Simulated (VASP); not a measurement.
Se:

```
CELL_PARAMETERS angstrom
0.00000 3.01000 3.01000
3.01000 0.00000 3.01000
3.01000 3.01000 0.00000
ATOMIC_POSITIONS crystal
Se 0.00000 0.00000 0.00000
Se 0.25000 0.25000 0.25000
```

This isn't the form of Se at room conditions, which is trigonal, of chains.

- Program: VASP 6.6.1
- Task: relaxation of cell and atoms
- Functional: PBE
- Potentials or basis: VASP PAW PBE potentials, release 64 (Se)
- Cutoff: 600 eV
- k mesh: 7 × 7 × 7
- Occupations: fermi-dirac, width 0.05 eV
- Spin: no spin polarisation

At the start: pressure 8.0 GPa; volume 27.27 Å³/atom.

Question: How do energy, volume and symmetry change on relaxing?

Answer: Over 3 steps the energy falls by 97.2 meV/atom and the volume is 31.67 Å³/atom (+16.1 %); space group Fd-3m (No. 227, to 0.1 Å) before and after.

Step by step:
```
step  energy change (eV)  largest force (eV/Å)  pressure (GPa)  volume (Å³)
   1              0.0000                0.0000            8.04        54.54
   2             -0.1822                0.0000           -1.44        66.07
   3             -0.1945                0.0000            0.05        63.33
```

Final structure:
```xyz
2
Lattice="0.0000 3.1637 3.1637 3.1637 0.0000 3.1637 3.1637 3.1637 0.0000" Properties=species:S:1:pos:R:3 pbc="T T T"
Se    0.0000    0.0000    0.0000
Se    1.5819    1.5819    1.5819
```

Caveat: the volume moved by over 15 % at a fixed basis, so the end points are rough.
